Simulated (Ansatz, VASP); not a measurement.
## SnO2 in VASP and in Ansatz

INCAR

```
SYSTEM = SnO2
ALGO = Normal
EDIFF = 1E-6
ENCUT = 520
GGA = PE
ISIF = 2
ISMEAR = 0
IVDW = 12
LASPH = .TRUE.
LCHARG = .TRUE.
LELF = .TRUE.
LREAL = .FALSE.
LVHAR = .TRUE.
LWAVE = .FALSE.
NBANDS = 35
NELM = 80
PREC = Accurate
SIGMA = 0.05
```

File KPOINTS:

```
k-points
0
G
  12 12 4
  0 0 0
```

Contents of POSCAR:

```
SnO2
1.0
    3.2649193715      0.0000000000      0.0000000000
   -1.6324596857      2.8275031170      0.0000000000
    0.0000000000      0.0000000000     10.5092995661
Sn O
2 4
Direct
   -0.1299952337      0.0000000000      0.5000000000
    0.1299952337      0.0000000000      0.0000000000
    0.5350373549      0.3333333333      0.4018520904
    0.7982959785      0.3333333333      0.0981479096
    0.2017040215      0.6666666667      0.5981479096
    0.4649626451      0.6666666667      0.9018520904
```

Input for Ansatz:

```yaml
crystal:
  lattice:
    - [3.2649193715, 0.0, 0.0]
    - [-1.6324596857, 2.827503117, 0.0]
    - [0.0, 0.0, 10.5092995661]
  atoms:
    - { symbol: Sn, position: [-0.1299952337, 0.0, 0.5] }
    - { symbol: Sn, position: [0.1299952337, 0.0, 0.0] }
    - { symbol: O, position: [0.5350373549, 0.3333333333, 0.4018520904] }
    - { symbol: O, position: [0.7982959785, 0.3333333333, 0.0981479096] }
    - { symbol: O, position: [0.2017040215, 0.6666666667, 0.5981479096] }
    - { symbol: O, position: [0.4649626451, 0.6666666667, 0.9018520904] }
basis:
  ecutwfc: 520.0
kpoints:
  mp_grid: { grid: [12, 12, 4] }
hamiltonian:
  xc: pbe
  pseudopotentials: { kind: paw, azcp: { folder: soft_1 } }
  dispersion: d3bj
scf:
  occupations: { method: gaussian, width: 0.05 }
output:
  forces: true
  stress: true
  eigenvalues: true
```

Change from the starting cell: mode 1 frozen in at -0.423 Å, equal normal strain along x, y and z +0.0167.

Alike in both runs: task single point; functional PBE; dispersion D3(BJ); k mesh 12 × 12 × 4; occupations gaussian, width 0.05 eV; no spin polarisation.

|  | VASP | Ansatz |
| --- | --- | --- |
| version | VASP 6.6.1 | Ansatz 0.2.0 |
| potentials or method | VASP PAW PBE potentials, release 64 (Sn_d, O), cutoff 520 eV | scalar-relativistic, plane waves, PAW |
| valence electrons in the cell | 52 | 52 |

|  | VASP | Ansatz | Ansatz less VASP |
| --- | --- | --- | --- |
| gap on the k mesh at the Fermi level (eV) | 1.84 | 1.86 | +0.023 |
| least direct gap on the mesh (eV) | 2.11 | 2.13 | +0.016 |
| pressure (GPa) | -5.6 | -6.1 | -0.48 |
| traceless stress, the component that is largest in VASP (GPa) | 1.63 | 1.93 | +0.298 |
| rms of the force components (eV/Å) | 0.202 | 0.226 | +0.0239 |

Atom by atom the forces differ by 0.024 eV/Å (rms over components).
